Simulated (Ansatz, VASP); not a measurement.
Given: the input of a run of Ansatz 0.2.0 on BAs.

input.yaml

```yaml
crystal:
  lattice:
    - [2.12754933, 0.0, 0.0]
    - [0.0, 3.17406294, 0.0]
    - [0.0, 0.0, 4.95098018]
  atoms:
    - { symbol: B, position: [0.0, 0.5, 0.0] }
    - { symbol: As, position: [0.5, 0.5, 0.5] }
kpoints:
  mp_grid: { grid: [12, 8, 6] }
scf:
  occupations: { method: fermi_dirac, width: 0.05 }
hamiltonian:
  xc: pbe
  pseudopotentials: { kind: all_electron, datasets: crystal }
output:
  forces: true
  stress: true
  eigenvalues: true
  efg: {}
```

Potentials or basis: all-electron PAW datasets made for the crystal.

Command:

```sh
$ ansatz run input.yaml --threads 1 --pin off --max-ram 3072MiB --backend cpu --events-out ev --progress --plain --runs-dir out
```

Problem. Set up the same calculation for VASP 6.6.1. Potentials there: VASP PAW PBE potentials, release 64 (B, As).

Solution. As run (the cutoff follows the program's own potentials):

Contents of INCAR:

```
SYSTEM = BAs
  PREC = Accurate
  ENCUT = 520
  EDIFF = 1E-8
  ISMEAR = -1
  SIGMA = 0.05
  LREAL = .FALSE.
  LASPH = .TRUE.
  NELM = 80
  ALGO = Normal
  ISIF = 2
  LWAVE = .FALSE.
  LCHARG = .FALSE.
  GGA = PE
  LEFG = .TRUE.
  NBANDS = 11
```

The input KPOINTS:

```
regular mesh
0
G
  12 8 6
  0 0 0
```

POSCAR

```
BAs
1.0
    2.1275493300      0.0000000000      0.0000000000
    0.0000000000      3.1740629400      0.0000000000
    0.0000000000      0.0000000000      4.9509801800
B As
1 1
Direct
    0.0000000000      0.5000000000      0.0000000000
    0.5000000000      0.5000000000      0.5000000000
```

Potentials or basis: VASP PAW PBE potentials, release 64 (B, As).

The run is started by

```console
$ cat potpaw_PBE.64/B/POTCAR potpaw_PBE.64/As/POTCAR > POTCAR
$ mpirun -np 1 vasp_std > vasp.out
```

Both were run:

|  | VASP | Ansatz | Ansatz less VASP |
| --- | --- | --- | --- |
| gap on the k mesh at the Fermi level (eV) | none | none | - |
| pressure (GPa) | 6.1 | 5.6 | -0.56 |
| traceless stress, the component that is largest in VASP (GPa) | 24.62 | 23.68 | -0.940 |
| size of Vzz on the site where it differs most (V/Å²) | 142.0 | 132.5 | -9.51 |

A gap of «none» marks a metal or a gap that the smearing closes. Ansatz ran all-electron here, and VASP with PAW potentials.
